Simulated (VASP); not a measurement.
A run of VASP 6.6.1 is set up as follows.

Contents of INCAR:

```
SYSTEM = SnO
PREC = Accurate
ENCUT = 520
EDIFF = 1E-6
ISMEAR = 0
SIGMA = 0.1
LREAL = .FALSE.
LASPH = .TRUE.
NELM = 80
ALGO = Normal
ISIF = 2
LWAVE = .FALSE.
LCHARG = .TRUE.
GGA = PE
IVDW = 12
LELF = .TRUE.
LVHAR = .TRUE.
NBANDS = 28
```

File KPOINTS:

```
regular mesh
0
G
  12 12 10
  0 0 0
```

Contents of POSCAR:

```
SnO
1.0
    3.7986000000      0.0000000000      0.0000000000
    0.0000000000      3.7986000000      0.0000000000
    0.0000000000      0.0000000000      4.8408000000
Sn O
2 2
Direct
    0.5000000000      0.0000000000      0.2369000000
    0.0000000000      0.5000000000      0.7631000000
    0.0000000000      0.0000000000      0.0000000000
    0.5000000000      0.5000000000      0.0000000000
```

Potentials or basis: VASP PAW PBE potentials, release 64 (Sn_d, O).

Command:

```bash
$ cat potpaw_PBE.64/Sn_d/POTCAR potpaw_PBE.64/O/POTCAR > POTCAR
$ mpirun -np 1 vasp_std > vasp.out
```

**Question.** Estimate the dispersion energy per atom.

**Answer.** -0.235 eV.

**Question.** Estimate the largest force.

**Answer.** 0.604 eV/Å.

**Question.** What does it give for the pressure?

**Answer.** 2.9 GPa.

Forces on the atoms (eV/Å):
```
Sn   0.000  0.000  0.604
Sn   0.000  0.000 -0.604
O    0.000  0.000  0.000
O    0.000  0.000  0.000
```
